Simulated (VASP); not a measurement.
# Cs (P6_3/mmc) in VASP: further runs, part 2 of 2

VASP 6.6.1.

## Step 4: Single point, r2SCAN

This run uses another cell than the first one, of 119.25 Å³/atom, 1.091 times its volume.

POSCAR reads:

```
Cs
1.0
    5.4910803726      0.0000000000      0.0000000000
   -2.7455352539      4.7554093108      0.0000000000
    0.0000000000      0.0000000000      9.1333500664
Cs
2
Direct
    0.3333333333      0.6666666667      0.2500000000
    0.6666666667      0.3333333333      0.7500000000
```

INCAR.step1 reads:

```
PREC = Accurate
ENCUT = 520
ISMEAR = 0
SIGMA = 0.1
LREAL = F
LASPH = T
NELM = 80
NBANDS = 16
GGA = PE
ALGO = Normal
EDIFF = 1E-4
LWAVE = T
LCHARG = F
```

INCAR.step2 reads:

```
PREC = Accurate
ENCUT = 520
EDIFF = 1E-7
ISMEAR = 0
SIGMA = 0.1
LREAL = F
LASPH = T
NELM = 80
ALGO = Normal
ISIF = 2
LWAVE = F
LCHARG = F
METAGGA = R2SCAN
LMIXTAU = T
NBANDS = 16
ISTART = 1
```

KPOINTS reads:

```
regular mesh
0
Gamma
  5 5 3
```

Potentials or basis: VASP PAW PBE potentials, release 64 (Cs_sv).

The run is started by

```sh
$ cat potpaw_PBE.64/Cs_sv/POTCAR > POTCAR
$ cp INCAR.step1 INCAR
$ mpirun -np 1 vasp_std > vasp.out
$ cp INCAR.step2 INCAR
$ mpirun -np 1 vasp_std > vasp.out
```

OUTCAR:

```text
PREC = Accurate
   ENCUT = 520
   EDIFF = 1E-7
   ISMEAR = 0
   LREAL = F
   LASPH = T
   NELM = 80
   ISIF = 2
   METAGGA = R2SCAN
   ISTART = 1

 ion  position               nearest neighbor table
   1  0.333  0.667  0.250-
   2  0.667  0.333  0.750-

  LATTYP: Found a hexagonal cell.
 ALAT       =     5.4910803726
 C/A-ratio  =     1.6633065711

  Lattice vectors:

 A1 = (   5.4910803726,   0.0000000000,   0.0000000000)
 A2 = (  -2.7455352539,   4.7554093108,   0.0000000000)
 A3 = (   0.0000000000,   0.0000000000,   9.1333500664)

Analysis of symmetry for initial positions (statically):
=====================================================================
 Subroutine PRICEL returns:
 Original cell was already a primitive cell.

 Routine SETGRP: Setting up the symmetry group for a
 hexagonal supercell.

 Subroutine GETGRP returns: Found 24 space group operations
 (whereof 12 operations were pure point group operations)
 out of a pool of 24 trial point group operations.

The static configuration has the point symmetry D_3d.
 The point group associated with its full space group is D_6h.

Analysis of symmetry for dynamics (positions and initial velocities):
=====================================================================
 Subroutine PRICEL returns:
 Original cell was already a primitive cell.

 Routine SETGRP: Setting up the symmetry group for a
 hexagonal supercell.

 Subroutine GETGRP returns: Found 24 space group operations
 (whereof 12 operations were pure point group operations)
[... 98 lines left out ...]
   PSTRESS=    0.0 pullay stress
   NELECT =      18.0000    total number of electrons
   NUPDOWN=      -1.0000    fix difference up-down
   EMIN   =  10.00;   EMAX   =-10.00  energy-range for DOS
   EFERMI =   0.00;   METHOD = LEGACY
   ISMEAR =     0;   SIGMA  =   0.10  broadening in eV -4-tet -1-fermi 0-gaus
   EFERMI_NEDOS =   21; number of points for ismear=-14 and -15
   IALGO  =     38    algorithm
   IMIX   =      4    mixing-type and parameters
     AMIX     =   0.40;   BMIX     =  1.00
     AMIX_MAG =   1.60;   BMIX_MAG =  1.00
  volume/ion in A,a.u.               =     119.25       804.72
  Fermi-wavevector in a.u.,A,eV,Ry     =   0.691842  1.307392  6.512370  0.478646
  Thomas-Fermi vector in A             =   1.773607
   LORBIT       =      0    0 simple, 1 ext, 2 COOP (PROOUT), +10 PAW based schemes
   METAGGA = R2SCAN    functional components
   LHFCALC =     F    Hartree Fock is set to
   AEXX    =    0.0000 exact exchange contribution
   IVDW    =     0    specifies the selected vdW correction
   LEPSILON=     F    determine dielectric tensor
   LRPA    =     F    only Hartree local field effects (RPA)
 non-spin polarized calculation
 Gauss-broadening in eV      SIGMA  =   0.10
  energy-cutoff  :      520.00
  volume of cell :      238.49
 maximum number of plane-waves:      6436
 NGX is ok and might be reduce to    42
   NGX = 21   NGY = 21   NGZ = 33

 number of electron      17.9999998 magnetization

 Free energy of the ion-electron system (eV)
  ---------------------------------------------------
  ext. energy  EPLUGINS =         0.00000000
  ---------------------------------------------------
  free energy    TOTEN  =       -50.06767029 eV

  energy without entropy =      -50.05912259  energy(sigma->0) =      -50.06339644

 E-fermi :   0.5313     XC(G=0):  -5.5442

 val. band max:        0.4881717749   @ k =   0.0000   0.0000   0.0000
 cond. band min:       0.5758155655   @ k =   0.2000   0.2000   0.3333
 fundamental gap:      0.0876437907
 Fermi energy:         0.5312519826

 k-point     1 :       0.0000    0.0000    0.0000
  band No.  band energies     occupation
      1     -24.3574      2.00000
      2     -24.3521      2.00000
      3     -10.8481      2.00000
      4     -10.7441      2.00000
      5     -10.7441      2.00000
      6     -10.7295      2.00000
[... 167 lines left out ...]
      3     -10.8388      2.00000
      4     -10.8306      2.00000
      5     -10.7944      2.00000
      6     -10.7805      2.00000
[... 8 lines left out ...]
     15       3.0061      0.00000
     16       3.7241      0.00000

------------------------ aborting loop because EDIFF is reached ----------------------------------------

  FORCE on cell =-STRESS in cart. coord.  units (eV):
  Direction    XX          YY          ZZ          XY          YZ          ZX
  --------------------------------------------------------------------------------------
  -------------------------------------------------------------------------------------
  Total        0.1144429      0.1144426      0.0717494      0.0000001      0.0000000      0.0000000
  in kB        0.7688178      0.7688159      0.4820070      0.0000008      0.0000000      0.0000000
  external PRESSURE =       0.6732136 kB  Pullay stress =       0.0000000 kB

 VOLUME and BASIS-vectors are now :
 -----------------------------------------------------------------------------
  energy-cutoff  :      520.00
  volume of cell :      238.49
      direct lattice vectors                 reciprocal lattice vectors
     5.491080373  0.000000000  0.000000000     0.182113525  0.105143231  0.000000000
    -2.745535254  4.755409311  0.000000000     0.000000000  0.210286841  0.000000000
     0.000000000  0.000000000  9.133350066     0.000000000  0.000000000  0.109488851

 POSITION                                       TOTAL-FORCE (eV/Angst)
 -----------------------------------------------------------------------------------
      0.00000      3.17027      2.28334         0.000000     -0.000000     -0.000000
      2.74554      1.58514      6.85001        -0.000000      0.000000      0.000000
 -----------------------------------------------------------------------------------
    total drift:                               -0.000000      0.000000     -0.000000

  FREE ENERGIE OF THE ION-ELECTRON SYSTEM (eV)
  ---------------------------------------------------
  free  energy   TOTEN  =       -50.0676702867 eV

  energy  without entropy=      -50.0591225943  energy(sigma->0) =      -50.06339644
```

OUTCAR.step1:

```text
PREC = Accurate
   ENCUT = 520
   ISMEAR = 0
   LREAL = F
   LASPH = T
[... 397 lines left out ...]
 -----------------------------------------------------------------------------------
      0.00000      3.17027      2.28334        -0.000000      0.000000     -0.000000
      2.74554      1.58514      6.85001         0.000000      0.000000      0.000000
 -----------------------------------------------------------------------------------
    total drift:                               -0.000000      0.000000     -0.000000

  FREE ENERGIE OF THE ION-ELECTRON SYSTEM (eV)
  ---------------------------------------------------
  free  energy   TOTEN  =        -1.7375165521 eV

  energy  without entropy=       -1.7292854784  energy(sigma->0) =       -1.73340102
```

Wall time 2.1 min (1 thread of AMD EPYC 9R45 (Zen 5), shared host); peak memory 0.35 GiB.

Results:

```yaml
Free_energy: -50.0677 eV
Pressure: 0.1 GPa
Band_gap_on_the_k_mesh: zero (band 9 reaches 0.89 eV, above the bottom of band 10 at -0.26 eV)
```

Levels at points of the mesh, in eV from the Fermi level:
| k point | band 6 | band 7 | band 8 | band 9 | band 10 | band 11 | band 12 | band 13 |
| --- | --- | --- | --- | --- | --- | --- | --- | --- |
| (0.00, 0.00, 0.00) | -11.26 | -11.26 | -11.26 | -1.83 | -0.04 | 0.51 | 2.54 | 2.59 |

Caveat: the PAW data sets were made with another functional, which shifts forces and pressure a little; spin-orbit coupling is left out, which moves the levels of the heavy elements.

## Step 5: Summary

| cell | gap on the mesh (eV) | pressure (GPa) |
| --- | --- | --- |
| a = 5.334, b = 5.334, c = 8.872 Å, angles 90.0, 90.0, 120.0°, 2 atoms | none | 0.3 |
| a = 5.414, b = 5.414, c = 9.005 Å, angles 90.0, 90.0, 120.0°, 2 atoms | none | 0.2 |
| a = 5.491, b = 5.491, c = 9.133 Å, angles 90.0, 90.0, 120.0°, 2 atoms | none | 0.1 |

Alike in all rows: task single point; level r2SCAN; potentials or basis VASP PAW PBE potentials, release 64 (Cs_sv); no spin polarisation; k mesh 5 × 5 × 3; cutoff (eV) 520; smearing gaussian 0.1 eV.

Caveats: the PAW data sets were made with another functional, which shifts forces and pressure a little; spin-orbit coupling is left out, which moves the levels of the heavy elements.

Absolute energies hang on the potentials; compare differences alone.
